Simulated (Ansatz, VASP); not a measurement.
# C: VASP beside Ansatz

```
CELL_PARAMETERS angstrom
0.00000 1.78015 1.78015
1.78015 0.00000 1.78015
1.78015 1.78015 0.00000
ATOMIC_POSITIONS crystal
C 0.50000 0.50000 0.50000
C 0.75000 0.75000 0.75000
```

Alike in both runs: functional r2SCAN; k mesh 12 × 12 × 12; occupations gaussian, width 0.02 eV; no spin polarisation.

Ansatz relaxed the structure, and its values are those at the end. VASP's run is a single point on that final structure, the one shown.

```csv
,VASP,Ansatz
version,VASP 6.6.1,Ansatz 0.2.0
potentials or method,"VASP PAW PBE potentials, release 64 (C), cutoff 520 eV","scalar-relativistic, plane waves, PAW"
valence electrons in the cell,8,8
```

Ansatz gave:

| Item | Value |
| --- | --- |
| gap on the k mesh at the Fermi level (eV) | 4.39 |
| least direct gap on the mesh (eV) | 5.90 |
| pressure (GPa) | 0.0 |

Which values does VASP return?

gap on the k mesh at the Fermi level (eV): 4.36; least direct gap on the mesh (eV): 5.85; pressure (GPa): 1.1.

VASP's potentials were made for PBE, not for r2SCAN.
